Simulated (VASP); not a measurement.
# Rb3ClO (R-3m) in VASP: notebook, part 2 of 2

VASP 6.6.1.

## (3) Single point, LDA

This run uses another cell than the first one, of the same volume but with other edges.

Input file INCAR:

```
ALGO     = Normal         # electronic algorithm
EDIFF    = 1E-6           # SCF threshold, eV
ENCUT    = 520            # plane-wave cutoff, eV
GGA      = CA             # functional
ISIF     = 2              # what is computed and relaxed
ISMEAR   = 0              # smearing method
LASPH    = T              # aspherical terms in the spheres
LCHARG   = T              # write CHGCAR
LELF     = T              # ELF
LREAL    = F              # projectors in reciprocal space
LVHAR    = T            
LWAVE    = F              # write WAVECAR
NBANDS   = 28             # bands
NELM     = 100            # most SCF steps
PREC     = Accurate       # precision mode
SIGMA    = 0.03           # smearing width, eV
```

Input file KPOINTS:

```
k-points
0
Gamma
  8 8 8
```

Input file POSCAR:

```
Rb3ClO
1.0
    5.5496372027     -0.2920861686     -0.2920861686
   -0.2920861686      5.5496372027     -0.2920861686
   -0.2920861686     -0.2920861686      5.5496372027
Rb Cl O
3 1 1
Direct
    0.0000000000      0.0000000000      0.5000000000
    0.0000000000      0.5000000000      0.0000000000
    0.5000000000      0.0000000000      0.0000000000
    0.5000000000      0.5000000000      0.5000000000
    0.0000000000      0.0000000000      0.0000000000
```

Potentials or basis: VASP PAW LDA potentials, release 64 (Rb_sv, Cl, O).

Run with:

```bash
$ cat potpaw_LDA.64/Rb_sv/POTCAR potpaw_LDA.64/Cl/POTCAR potpaw_LDA.64/O/POTCAR > POTCAR
$ mpirun -np 1 vasp_std > vasp.out
```

OUTCAR:

```text
EDIFF = 1E-6
   ENCUT = 520
   GGA = CA
   ISIF = 2
   ISMEAR = 0
   LASPH = T
   LREAL = F
   NELM = 100
   PREC = Accurate

 ion  position               nearest neighbor table
   1  0.000  0.000  0.500-   5 2.78   5 2.78   4 3.73   2 3.73   3 3.73   2 3.73   3 3.73   4 3.73
                             4 4.13   3 4.13   3 4.13   4 4.13   2 4.13   2 4.13
   2  0.000  0.500  0.000-   5 2.78   5 2.78   4 3.73   1 3.73   3 3.73   1 3.73   4 3.73   3 3.73
                             1 4.13   4 4.13   3 4.13   4 4.13   1 4.13   3 4.13
   3  0.500  0.000  0.000-   5 2.78   5 2.78   4 3.73   1 3.73   4 3.73   2 3.73   1 3.73   2 3.73
                             1 4.13   1 4.13   2 4.13   4 4.13   2 4.13   4 4.13
   4  0.500  0.500  0.500-   1 3.73   2 3.73   3 3.73   3 3.73   2 3.73   1 3.73   3 4.13   2 4.13
                             1 4.13   2 4.13   3 4.13   1 4.13
   5  0.000  0.000  0.000-   1 2.78   2 2.78   3 2.78   1 2.78   2 2.78   3 2.78

  LATTYP: Found a trigonal (rhomboedric) cell.
 ALAT       =     5.5649889255
 COS(alpha) =    -0.1019283747

  Lattice vectors:

 A1 = (   5.5496372027,  -0.2920861686,  -0.2920861686)
 A2 = (  -0.2920861686,   5.5496372027,  -0.2920861686)
 A3 = (  -0.2920861686,  -0.2920861686,   5.5496372027)

Analysis of symmetry for initial positions (statically):
=====================================================================
 Subroutine PRICEL returns:
 Original cell was already a primitive cell.

 Routine SETGRP: Setting up the symmetry group for a
 trigonal (rhombohedral) supercell.

 Subroutine GETGRP returns: Found 12 space group operations
 (whereof 12 operations were pure point group operations)
 out of a pool of 12 trial point group operations.

The static configuration has the point symmetry D_3d.

Analysis of symmetry for dynamics (positions and initial velocities):
=====================================================================
 Subroutine PRICEL returns:
 Original cell was already a primitive cell.

 Routine SETGRP: Setting up the symmetry group for a
 trigonal (rhombohedral) supercell.

 Subroutine GETGRP returns: Found 12 space group operations
 (whereof 12 operations were pure point group operations)
 out of a pool of 12 trial point group operations.

The dynamic configuration has the point symmetry D_3d.

 Subroutine INISYM returns: Found 12 space group operations
 (whereof 12 operations are pure point group operations),
 and found     1 'primitive' translations

----------------------------------------------------------------------------------------

                                     Primitive cell

  volume of cell :     169.4501

  direct lattice vectors                    reciprocal lattice vectors
     5.549637203 -0.292086169 -0.292086169     0.181251912  0.010069551  0.010069551
    -0.292086169  5.549637203 -0.292086169     0.010069551  0.181251912  0.010069551
    -0.292086169 -0.292086169  5.549637203     0.010069551  0.010069551  0.181251912

  length of vectors
     5.564988926  5.564988926  5.564988926     0.181810471  0.181810471  0.181810471

  position of ions in fractional coordinates (direct lattice)
     0.000000000  0.000000000  0.500000000
     0.000000000  0.500000000  0.000000000
[... 40 lines left out ...]
  0.000000  0.000000  0.000000      1.000000
  0.125000 -0.000000 -0.000000      6.000000
  0.250000 -0.000000 -0.000000      6.000000
  0.375000 -0.000000  0.000000      6.000000
  0.500000 -0.000000 -0.000000      3.000000
  0.125000  0.125000  0.000000      6.000000
[... 16 lines left out ...]
  0.250000  0.125000  0.125000      6.000000
  0.375000  0.125000  0.125000      6.000000
 [... further k-points ...]
   k-points           NKPTS =     65   k-points in BZ     NKDIM =     65   number of bands    NBANDS=     28
   number of dos      NEDOS =    301   number of ions     NIONS =      5
   total plane-waves  NPLWV =  74088
   dimension x,y,z NGX =    42 NGY =   42 NGZ =   42
   dimension x,y,z NGXF=    84 NGYF=   84 NGZF=   84
   ions per type =               3   1   1
   NGX,Y,Z   is equivalent  to a cutoff of  12.55, 12.55, 12.55 a.u.
   NGXF,Y,Z  is equivalent  to a cutoff of  25.09, 25.09, 25.09 a.u.
 SYSTEM =  unknown system
   PREC   = accura    normal or accurate (medium, high low for compatibility)
   ISTART =      0    job   : 0-new  1-cont  2-samecut
   ICHARG =      2    charge: 1-file 2-atom 10-const
   ISPIN  =      1    spin polarized calculation?
   LNONCOLLINEAR =      F non collinear calculations
   LSORBIT =      F    spin-orbit coupling
   LASPH  =      T    aspherical Exc in radial PAW
   ENCUT  =  520.0 eV  38.22 Ry    6.18 a.u.  10.35 10.35 10.35*2*pi/ulx,y,z
   NELM   =    100;   NELMIN=  2; NELMDL= -5     # of ELM steps
   EDIFF  = 0.1E-05   stopping-criterion for ELM
   LREAL  =      F    real-space projection
   EDIFFG = 0.1E-04   stopping-criterion for IOM
   NSW    =      0    number of steps for IOM
   IBRION =     -1    ionic relax: 0-MD 1-quasi-New 2-CG
   NFREE  =      0    steps in history (QN), initial steepest desc. (CG)
   ISIF   =      2    stress and relaxation
   ISYM   =      2    0-nonsym 1-usesym 2-fastsym
   POTIM  = 0.5000    time-step for ionic-motion
   TEBEG  =    0.0;   TEEND  =   0.0 temperature during run
   PSTRESS=    0.0 pullay stress
   NELECT =      40.0000    total number of electrons
   NUPDOWN=      -1.0000    fix difference up-down
   EMIN   =  10.00;   EMAX   =-10.00  energy-range for DOS
   EFERMI =   0.00;   METHOD = LEGACY
   ISMEAR =     0;   SIGMA  =   0.03  broadening in eV -4-tet -1-fermi 0-gaus
   EFERMI_NEDOS =   21; number of points for ismear=-14 and -15
   IALGO  =     38    algorithm
   IMIX   =      4    mixing-type and parameters
     AMIX     =   0.40;   BMIX     =  1.00
     AMIX_MAG =   1.60;   BMIX_MAG =  1.00
  volume/ion in A,a.u.               =      33.89       228.70
  Fermi-wavevector in a.u.,A,eV,Ry     =   1.011768  1.911964 13.927932  1.023674
  Thomas-Fermi vector in A             =   2.144837
   LORBIT       =      0    0 simple, 1 ext, 2 COOP (PROOUT), +10 PAW based schemes
   GGA     = CA    functional components
   LHFCALC =     F    Hartree Fock is set to
   AEXX    =    0.0000 exact exchange contribution
   IVDW    =     0    specifies the selected vdW correction
   LEPSILON=     F    determine dielectric tensor
   LRPA    =     F    only Hartree local field effects (RPA)
 non-spin polarized calculation
 Gauss-broadening in eV      SIGMA  =   0.03
  energy-cutoff  :      520.00
  volume of cell :      169.45
 maximum number of plane-waves:      4592
 NGX is ok and might be reduce to    42

 number of electron      39.9999999 magnetization

 Free energy of the ion-electron system (eV)
  ---------------------------------------------------
  ext. energy  EPLUGINS =         0.00000000
  ---------------------------------------------------
  free energy    TOTEN  =       -17.63667362 eV

  energy without entropy =      -17.63667362  energy(sigma->0) =      -17.63667362

 E-fermi :   0.9340     XC(G=0):  -7.8729

 val. band max:        0.8210995800   @ k =   0.0000   0.0000   0.0000
 cond. band min:       1.0442516000   @ k =   0.0000   0.0000   0.0000
 fundamental gap:      0.2231520200
 Fermi energy:         0.9340204928

 k-point     1 :       0.0000    0.0000    0.0000
  band No.  band energies     occupation
      1     -26.3207      2.00000
      2     -26.1944      2.00000
      3     -26.1944      2.00000
      4     -14.3884      2.00000
      5     -13.5419      2.00000
      6     -10.9635      2.00000
[... 733 lines left out ...]
     27       5.9871      0.00000
     28       6.2205      0.00000

 [... further k-points ...]

------------------------ aborting loop because EDIFF is reached ----------------------------------------

  FORCE on cell =-STRESS in cart. coord.  units (eV):
  Direction    XX          YY          ZZ          XY          YZ          ZX
  --------------------------------------------------------------------------------------
  -------------------------------------------------------------------------------------
  Total       -2.5557123     -2.5557123     -2.5557123      0.8416296      0.8416296      0.8416296
  in kB      -24.1646585    -24.1646585    -24.1646585      7.9577391      7.9577391      7.9577391
  external PRESSURE =     -24.1646585 kB  Pullay stress =       0.0000000 kB

 VOLUME and BASIS-vectors are now :
 -----------------------------------------------------------------------------
  energy-cutoff  :      520.00
  volume of cell :      169.45
      direct lattice vectors                 reciprocal lattice vectors
     5.549637203 -0.292086169 -0.292086169     0.181251912  0.010069551  0.010069551
    -0.292086169  5.549637203 -0.292086169     0.010069551  0.181251912  0.010069551
    -0.292086169 -0.292086169  5.549637203     0.010069551  0.010069551  0.181251912

 POSITION                                       TOTAL-FORCE (eV/Angst)
 -----------------------------------------------------------------------------------
     -0.14604     -0.14604      2.77482         0.000000     -0.000000     -0.000000
     -0.14604      2.77482     -0.14604        -0.000000      0.000000     -0.000000
      2.77482     -0.14604     -0.14604         0.000000      0.000000      0.000000
      2.48273      2.48273      2.48273        -0.000000     -0.000000     -0.000000
      0.00000      0.00000      0.00000         0.000000      0.000000      0.000000
 -----------------------------------------------------------------------------------
    total drift:                                0.000000      0.000000     -0.000000

  FREE ENERGIE OF THE ION-ELECTRON SYSTEM (eV)
  ---------------------------------------------------
  free  energy   TOTEN  =       -17.6366736151 eV

  energy  without entropy=      -17.6366736150  energy(sigma->0) =      -17.63667362
```

Wall time 7.7 min (1 thread of Intel Xeon Platinum 8259CL at 2.50GHz (Skylake/Cascade Lake), shared host); peak memory 0.39 GiB.

Results:

```yaml
Free_energy: -17.6367 eV
Pressure: -2.4 GPa
Band_gap_on_the_k_mesh: 0.22 eV, direct
```

Levels at points of the mesh, in eV from the valence-band top:
```tsv
k point	band 18	band 19	band 20	band 21	band 22	band 23
(0.00, 0.00, 0.00)	-0.03	0.00	0.00	0.22	2.17	2.17
(0.50, 0.00, 0.00)	-0.87	-0.13	-0.09	1.90	2.26	3.31
(0.50, 0.50, 0.00)	-1.04	-0.88	-0.19	3.12	3.15	3.58
(0.50, 0.50, 0.50)	-1.19	-1.19	-1.01	2.76	2.93	2.93
```

 A k mesh can miss the band edges.
